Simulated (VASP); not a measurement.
# ZnS (P2_1) in VASP: further runs

Runs on ZnS. Level: PBE. Tasks: single point.

Program: VASP 6.6.1. These are calculated values, not measurements. Logs are shortened: lines on timing, memory, paths and dates and some standing lists are left out, and cuts for length are marked.

## 1. The cell of the first run

Symmetry: P2_1, No. 4, monoclinic system. Conventional cell: a = 3.846 Å, b = 6.304 Å, c = 3.846 Å, α = 90.00°, β = 120.00°, γ = 90.00°. Within 3.1 Å of Zn (site symmetry 1) lie 4 S at 2.34 to 2.37 Å. S (site symmetry 1) has 4 Zn at 2.34 to 2.37 Å within 3.1 Å.

## 2. Single point, PBE (atoms displaced along a vibrational mode)

The input, INCAR:

```
PREC = Accurate
ENCUT = 520
EDIFF = 1E-6
ISMEAR = 0
SIGMA = 0.05
LREAL = F
LASPH = T
NELM = 60
ALGO = Normal
ISIF = 2
LWAVE = F
LCHARG = F
GGA = PE
NBANDS = 26
```

The input, KPOINTS:

```
regular mesh
0
Gamma
  9 9 4
```

The input, POSCAR:

```
ZnS
1.0
    3.8455587354      0.0000000000      0.0000000000
   -1.9227793677      3.3303515566      0.0000000000
    0.0000000000      0.0000000000      6.3037246812
Zn S
2 2
Direct
    0.3065489361      0.6470591271      0.0052003729
    0.6934510639      0.3529408729      0.5052003729
    0.3549777968      0.6825115136      0.3797996271
    0.6450222032      0.3174884864      0.8797996271
```

Potentials or basis: VASP PAW PBE potentials, release 64 (Zn, S).

Launch:

```bash
> cat potpaw_PBE.64/Zn/POTCAR potpaw_PBE.64/S/POTCAR > POTCAR
> mpirun -np 1 vasp_std > vasp.out
```

OUTCAR:

```text
PREC = Accurate
   ENCUT = 520
   EDIFF = 1E-6
   ISMEAR = 0
   LREAL = F
   LASPH = T
   NELM = 60
   ISIF = 2
   GGA = PE

 ion  position               nearest neighbor table
   1  0.307  0.647  0.005-   4 2.34   4 2.36   3 2.37   4 2.37
   2  0.693  0.353  0.505-   3 2.34   3 2.36   4 2.37   3 2.37
   3  0.355  0.683  0.380-   2 2.34   2 2.36   1 2.37   2 2.37
   4  0.645  0.317  0.880-   1 2.34   1 2.36   2 2.37   1 2.37

  LATTYP: Found a hexagonal cell.
 ALAT       =     3.8455587354
 C/A-ratio  =     1.6392220520

  Lattice vectors:

 A1 = (   3.8455587354,   0.0000000000,   0.0000000000)
 A2 = (  -1.9227793677,   3.3303515566,   0.0000000000)
 A3 = (   0.0000000000,   0.0000000000,   6.3037246812)

Analysis of symmetry for initial positions (statically):
=====================================================================
 Subroutine PRICEL returns:
 Original cell was already a primitive cell.

 Routine SETGRP: Setting up the symmetry group for a
 hexagonal supercell.

 Subroutine GETGRP returns: Found  2 space group operations
 (whereof  1 operations were pure point group operations)
 out of a pool of 24 trial point group operations.

The static configuration has the point symmetry C_1 .
 The point group associated with its full space group is C_2 .

Analysis of symmetry for dynamics (positions and initial velocities):
=====================================================================
 Subroutine PRICEL returns:
 Original cell was already a primitive cell.

 Routine SETGRP: Setting up the symmetry group for a
 hexagonal supercell.

 Subroutine GETGRP returns: Found  2 space group operations
 (whereof  1 operations were pure point group operations)
 out of a pool of 24 trial point group operations.

The dynamic configuration has the point symmetry C_1 .
 The point group associated with its full space group is C_2 .

 Subroutine INISYM returns: Found  2 space group operations
 (whereof  1 operations are pure point group operations),
 and found     1 'primitive' translations

----------------------------------------------------------------------------------------

                                     Primitive cell

  volume of cell :      80.7322

  direct lattice vectors                    reciprocal lattice vectors
     3.845558735  0.000000000  0.000000000     0.260040236  0.150134300  0.000000000
    -1.922779368  3.330351557  0.000000000     0.000000000  0.300268600  0.000000000
     0.000000000  0.000000000  6.303724681     0.000000000  0.000000000  0.158636370

  length of vectors
     3.845558735  3.845558735  6.303724681     0.300268600  0.300268600  0.158636370

  position of ions in fractional coordinates (direct lattice)
     0.306548936  0.647059127  0.005200373
     0.693451064  0.352940873  0.505200373
     0.354977797  0.682511514  0.379799627
     0.645022203  0.317488486  0.879799627

  ion indices of the primitive-cell ions
   primitive index   ion index
                 1           1
                 2           2
                 3           3
                 4           4

----------------------------------------------------------------------------------------

 KPOINTS: regular mesh

Automatic generation of k-mesh.
 Grid dimensions read from file:
 generate k-points for:    9    9    4

 Generating k-lattice:

  Cartesian coordinates                     Fractional coordinates (reciprocal lattice)
     0.028893360  0.016681589  0.000000000     0.111111111  0.000000000  0.000000000
     0.000000000  0.033363178  0.000000000     0.000000000  0.111111111  0.000000000
     0.000000000  0.000000000  0.039659092     0.000000000  0.000000000  0.250000000

  Length of vectors
     0.033363178  0.033363178  0.039659092

  Shift w.r.t. Gamma in fractional coordinates (k-lattice)
     0.000000000  0.000000000  0.000000000

 Subroutine IBZKPT returns following result:
 ===========================================

 Found    123 irreducible k-points:

 Following reciprocal coordinates:
            Coordinates               Weight
  0.000000  0.000000  0.000000      1.000000
  0.111111  0.000000  0.000000      2.000000
  0.000000  0.111111  0.000000      2.000000
 -0.111111  0.111111  0.000000      2.000000
  0.222222  0.000000  0.000000      2.000000
  0.000000  0.222222  0.000000      2.000000
[... 16 lines left out ...]
  0.333333  0.111111  0.000000      2.000000
 -0.111111  0.444444  0.000000      2.000000
 [... further k-points ...]
   k-points           NKPTS =    123   k-points in BZ     NKDIM =    123   number of bands    NBANDS=     26
   number of dos      NEDOS =    301   number of ions     NIONS =      4
   total plane-waves  NPLWV =  43200
   dimension x,y,z NGX =    30 NGY =   30 NGZ =   48
   dimension x,y,z NGXF=    60 NGYF=   60 NGZF=   96
   ions per type =               2   2
   NGX,Y,Z   is equivalent  to a cutoff of  12.97, 12.97, 12.66 a.u.
   NGXF,Y,Z  is equivalent  to a cutoff of  25.94, 25.94, 25.32 a.u.
 SYSTEM =  unknown system
   PREC   = accura    normal or accurate (medium, high low for compatibility)
   ISTART =      0    job   : 0-new  1-cont  2-samecut
   ICHARG =      2    charge: 1-file 2-atom 10-const
   ISPIN  =      1    spin polarized calculation?
   LNONCOLLINEAR =      F non collinear calculations
   LSORBIT =      F    spin-orbit coupling
   LASPH  =      T    aspherical Exc in radial PAW
   ENCUT  =  520.0 eV  38.22 Ry    6.18 a.u.   7.15  7.15 11.72*2*pi/ulx,y,z
   NELM   =     60;   NELMIN=  2; NELMDL= -5     # of ELM steps
   EDIFF  = 0.1E-05   stopping-criterion for ELM
   LREAL  =      F    real-space projection
[... 7 lines left out ...]
   TEBEG  =    0.0;   TEEND  =   0.0 temperature during run
   PSTRESS=    0.0 pullay stress
   NELECT =      36.0000    total number of electrons
   NUPDOWN=      -1.0000    fix difference up-down
   EMIN   =  10.00;   EMAX   =-10.00  energy-range for DOS
   EFERMI =   0.00;   METHOD = LEGACY
   ISMEAR =     0;   SIGMA  =   0.05  broadening in eV -4-tet -1-fermi 0-gaus
   EFERMI_NEDOS =   21; number of points for ismear=-14 and -15
   IALGO  =     38    algorithm
   IMIX   =      4    mixing-type and parameters
     AMIX     =   0.40;   BMIX     =  1.00
     AMIX_MAG =   1.60;   BMIX_MAG =  1.00
  volume/ion in A,a.u.               =      20.18       136.20
  Fermi-wavevector in a.u.,A,eV,Ry     =   1.250720  2.363518 21.283599  1.564300
  Thomas-Fermi vector in A             =   2.384701
   LORBIT       =      0    0 simple, 1 ext, 2 COOP (PROOUT), +10 PAW based schemes
   GGA     = PE    functional components
   LHFCALC =     F    Hartree Fock is set to
   AEXX    =    0.0000 exact exchange contribution
   IVDW    =     0    specifies the selected vdW correction
   LEPSILON=     F    determine dielectric tensor
   LRPA    =     F    only Hartree local field effects (RPA)
 non-spin polarized calculation
 Gauss-broadening in eV      SIGMA  =   0.05
  energy-cutoff  :      520.00
  volume of cell :       80.73
 maximum number of plane-waves:      2208
 NGX is ok and might be reduce to    30
   NGX = 15   NGY = 15   NGZ = 23

 number of electron      35.9999991 magnetization

 Free energy of the ion-electron system (eV)
  ---------------------------------------------------
  ext. energy  EPLUGINS =         0.00000000
  ---------------------------------------------------
  free energy    TOTEN  =       -13.68022363 eV

  energy without entropy =      -13.68022363  energy(sigma->0) =      -13.68022363

 E-fermi :   2.2232     XC(G=0):  -9.5196

 val. band max:        1.9458359569   @ k =   0.0000   0.0000   0.0000
 cond. band min:       3.9856709598   @ k =   0.0000   0.0000   0.0000
 fundamental gap:      2.0398350030
 Fermi energy:         2.2231655991

 k-point     1 :       0.0000    0.0000    0.0000
  band No.  band energies     occupation
      1     -11.0899      2.00000
      2     -10.1984      2.00000
      3      -4.3510      2.00000
      4      -4.3445      2.00000
      5      -4.3081      2.00000
      6      -4.2585      2.00000
[... 18 lines left out ...]
     25       9.6879      0.00000
     26      10.9685      0.00000

 k-point     2 :       0.1111    0.0000    0.0000
  band No.  band energies     occupation
      1     -11.0104      2.00000
      2     -10.1530      2.00000
      3      -4.3557      2.00000
      4      -4.3300      2.00000
      5      -4.2926      2.00000
      6      -4.2348      2.00000
[... 18 lines left out ...]
     25      10.0215      0.00000
     26      10.3972      0.00000

 k-point     3 :       0.0000    0.1111    0.0000
  band No.  band energies     occupation
      1     -11.0100      2.00000
      2     -10.1550      2.00000
      3      -4.3424      2.00000
      4      -4.3267      2.00000
      5      -4.3058      2.00000
      6      -4.2496      2.00000
[... 18 lines left out ...]
     25       9.9001      0.00000
     26      10.6561      0.00000

 k-point     4 :      -0.1111    0.1111    0.0000
  band No.  band energies     occupation
      1     -11.0102      2.00000
      2     -10.1544      2.00000
      3      -4.3471      2.00000
      4      -4.3274      2.00000
      5      -4.3014      2.00000
      6      -4.2471      2.00000
[... 18 lines left out ...]
     25       9.9404      0.00000
     26      10.5943      0.00000
[... 496 lines left out ...]
      1     -10.6050      2.00000
      2      -9.9600      2.00000
      3      -4.3207      2.00000
      4      -4.2664      2.00000
      5      -4.2492      2.00000
      6      -4.1527      2.00000
[... 18 lines left out ...]
     25      10.5447      0.00000
     26      11.0614      0.00000

 k-point    23 :       0.3333    0.1111    0.0000
  band No.  band energies     occupation
      1     -10.3304      2.00000
      2      -9.8848      2.00000
      3      -4.2963      2.00000
      4      -4.2272      2.00000
      5      -4.1813      2.00000
      6      -4.0856      2.00000
[... 18 lines left out ...]
     25      11.0149      0.00000
     26      11.3484      0.00000

 k-point    24 :      -0.1111    0.4444    0.0000
  band No.  band energies     occupation
      1     -10.3123      2.00000
      2      -9.9179      2.00000
      3      -4.3093      2.00000
      4      -4.2441      2.00000
      5      -4.1603      2.00000
      6      -4.0840      2.00000
[... 18 lines left out ...]
     25      10.7113      0.00000
     26      11.6065      0.00000

 [... further k-points ...]

------------------------ aborting loop because EDIFF is reached ----------------------------------------

  FORCE on cell =-STRESS in cart. coord.  units (eV):
  Direction    XX          YY          ZZ          XY          YZ          ZX
  --------------------------------------------------------------------------------------
  -------------------------------------------------------------------------------------
  Total       -0.0001251      0.1208492      0.0003437     -0.0747810      0.0000000      0.0000000
  in kB       -0.0024821      2.3983227      0.0068207     -1.4840718      0.0000000      0.0000000
  external PRESSURE =       0.8008871 kB  Pullay stress =       0.0000000 kB

 VOLUME and BASIS-vectors are now :
 -----------------------------------------------------------------------------
  energy-cutoff  :      520.00
  volume of cell :       80.73
      direct lattice vectors                 reciprocal lattice vectors
     3.845558735  0.000000000  0.000000000     0.260040236  0.150134300  0.000000000
    -1.922779368  3.330351557  0.000000000     0.000000000  0.300268600  0.000000000
     0.000000000  0.000000000  6.303724681     0.000000000  0.000000000  0.158636370

 POSITION                                       TOTAL-FORCE (eV/Angst)
 -----------------------------------------------------------------------------------
     -0.06530      2.15493      0.03278         0.083750      0.078087      0.019769
      1.98808      1.17542      3.18464        -0.083750     -0.078087      0.019769
      0.05277      2.27300      2.39415        -0.026689     -0.030578     -0.019769
      1.87001      1.05735      5.54601         0.026689      0.030578     -0.019769
 -----------------------------------------------------------------------------------
    total drift:                               -0.000000      0.000000     -0.000197

  FREE ENERGIE OF THE ION-ELECTRON SYSTEM (eV)
  ---------------------------------------------------
  free  energy   TOTEN  =       -13.6802236332 eV

  energy  without entropy=      -13.6802236332  energy(sigma->0) =      -13.68022363
```

It took 94 s on 1 thread of Intel Xeon 6975P-C (Granite Rapids), shared host; peak memory 0.34 GiB.

Results:

- Free energy: -13.6802 eV
- Pressure: 0.1 GPa
- Largest force: 0.116 eV/Å
- Band gap on the k mesh: 2.04 eV

Forces on the atoms (eV/Å):
```
Zn   0.084  0.078  0.020
Zn  -0.084 -0.078  0.020
S   -0.027 -0.031 -0.020
S    0.027  0.031 -0.020
```

Caveat: the cell differs from its parent crystal (atoms displaced along a vibrational mode).

## 3. Single point, PBE (atoms displaced along a vibrational mode)

The input, INCAR:

```
SYSTEM = ZnS
  PREC = Accurate
  ENCUT = 520
  EDIFF = 1E-6
  ISMEAR = 0
  SIGMA = 0.05
  LREAL = .FALSE.
  LASPH = .TRUE.
  NELM = 80
  ALGO = Normal
  ISIF = 2
  LWAVE = .FALSE.
  LCHARG = .FALSE.
  GGA = PE
  NBANDS = 26
```

The input, KPOINTS:

```
Automatic mesh
0
G
  9 9 4
  0 0 0
```

The input, POSCAR:

```
ZnS
1.0
    3.8455587354      0.0000000000      0.0000000000
   -1.9227793677      3.3303515566      0.0000000000
    0.0000000000      0.0000000000      6.3037246812
Zn S
2 2
Direct
    0.2921692169      0.6862742063      0.0052003729
    0.7078307831      0.3137257937      0.5052003729
    0.3665980436      0.6508218197      0.3797996271
    0.6334019564      0.3491781803      0.8797996271
```

Potentials or basis: VASP PAW PBE potentials, release 64 (Zn, S).

Launch:

```bash
> cat potpaw_PBE.64/Zn/POTCAR potpaw_PBE.64/S/POTCAR > POTCAR
> mpirun -np 1 vasp_std > vasp.out
```

Run time: 94 s. Hardware: 1 thread of Intel Xeon 6975P-C (Granite Rapids), shared host; peak memory 0.34 GiB.

The run converged. Its results:

```yaml
Free_energy: -13.6267 eV
Pressure: -0.2 GPa
Largest_force: 0.250 eV/Å
Band_gap_on_the_k_mesh: 2.01 eV
```

Forces on the atoms (eV/Å):
```
Zn   0.227 -0.058  0.089
Zn  -0.227  0.058  0.089
S   -0.112  0.050 -0.089
S    0.112 -0.050 -0.089
```

Stress tensor (GPa, compression positive):
```
 0.05 -0.28  0.00
-0.28  0.02  0.00
 0.00  0.00 -0.59
```

Levels at points of the mesh, in eV from the valence-band top:
```tsv
k point	band 16	band 17	band 18	band 19	band 20	band 21
(0.00, 0.00, 0.00)	-0.12	-0.06	0.00	2.01	3.07	5.99
(0.00, 0.00, 0.50)	-0.51	-0.42	-0.42	3.42	3.42	6.47
```

Caveat: the cell differs from its parent crystal (atoms displaced along a vibrational mode).
